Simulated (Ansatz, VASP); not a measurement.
# SnPt3 in VASP and in Ansatz

Contents of INCAR:

```
PREC = Accurate ; ENCUT = 520
EDIFF = 1E-7 ; ISMEAR = -1
SIGMA = 0.05 ; LREAL = False
LASPH = True ; NELM = 100
ALGO = Normal ; ISIF = 2
LWAVE = False ; LCHARG = False
NBANDS = 30
```

The input KPOINTS:

```
Automatic mesh
0
Gamma
  8 8 8
```

POSCAR

```
SnPt3
1.0
    4.0000000000      0.0000000000      0.0000000000
    0.0000000000      4.0000000000      0.0000000000
    0.0000000000      0.0000000000      4.0400000000
Sn Pt
1 3
Direct
    0.0000000000      0.0000000000      0.0000000000
    0.0000000000      0.5000000000      0.5000000000
    0.5000000000      0.0000000000      0.5000000000
    0.5000000000      0.5000000000      0.0000000000
```

Input for Ansatz:

```yaml
crystal:
  lattice:
    - [4.0, 0.0, 0.0]
    - [0.0, 4.0, 0.0]
    - [0.0, 0.0, 4.04]
  atoms:
    - { symbol: Sn, position: [0.0, 0.0, 0.0] }
    - { symbol: Pt, position: [0.0, 0.5, 0.5] }
    - { symbol: Pt, position: [0.5, 0.0, 0.5] }
    - { symbol: Pt, position: [0.5, 0.5, 0.0] }
kpoints:
  mp_grid: { grid: [8, 8, 8] }
  band_path:
    path:
      - [0.0, 0.0, 0.0]
      - [0.0, 0.5, 0.0]
      - [0.5, 0.5, 0.0]
      - [0.0, 0.0, 0.0]
      - [0.0, 0.0, 0.5]
      - [0.0, 0.5, 0.5]
      - [0.5, 0.5, 0.5]
      - [0.0, 0.0, 0.5]
      - [0.0, 0.5, 0.0]
    npoints: 5
scf:
  occupations: { method: fermi_dirac, width: 0.05 }
hamiltonian:
  xc: lda
  pseudopotentials: { kind: all_electron, lapw: { basis_error: 0.0005 } }
output:
  forces: true
  stress: true
  eigenvalues: true
```

Change from the starting cell: zz strain of +1 %.

Alike in both runs: task single point; functional LDA; k mesh 8 × 8 × 8; occupations fermi-dirac, width 0.05 eV; no spin polarisation.

|  | VASP | Ansatz |
| --- | --- | --- |
| version | VASP 6.6.1 | Ansatz 0.2.0 |
| potentials or method | VASP PAW LDA potentials, release 64 (Sn_d, Pt), cutoff 520 eV | all-electron LAPW, scalar-relativistic |

```tsv
	VASP	Ansatz	Ansatz less VASP
pressure (GPa)	-5.1	-5.8	-0.69
traceless stress, the component that is largest in VASP (GPa)	-0.79	-0.78	+0.009
```

LDA's correlation is that of Perdew and Zunger in VASP and of Perdew and Wang (1992) in Ansatz. Ansatz ran all-electron here, and VASP with PAW potentials.

Neither program's run includes spin-orbit coupling.
